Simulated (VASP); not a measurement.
A run of VASP 6.6.1 is set up as follows.

Contents of INCAR:

```
ALGO = Normal
EDIFF = 1E-6
ENCUT = 520
GGA = PS
ISIF = 2
ISMEAR = -1
LASPH = T
LCHARG = F
LREAL = F
LWAVE = F
NBANDS = 9
NELM = 100
PREC = Accurate
SIGMA = 0.1
```

KPOINTS

```
k-points
0
Gamma
  14 14 14
```

POSCAR

```
Mg
1.0
    0.0000000000      2.3380808773      2.3380808773
    2.3380808773      0.0000000000      2.3380808773
    2.3380808773      2.3380808773      0.0000000000
Mg
2
Direct
   -0.1250000000     -0.1250000000     -0.1250000000
    0.1250000000      0.1250000000      0.1250000000
```

Potentials or basis: VASP PAW PBE potentials, release 64 (Mg).

Run with:

```bash
$ cat potpaw_PBE.64/Mg/POTCAR > POTCAR
$ mpirun -np 1 vasp_std > vasp.out
```

Predict the band gap on the k mesh.

zero (band 2 reaches 13.94 eV, above the bottom of band 3 at 4.78 eV).

Predict the pressure.

99.7 GPa.

Caveat: the PAW data sets were made with another functional, which shifts forces and pressure a little.
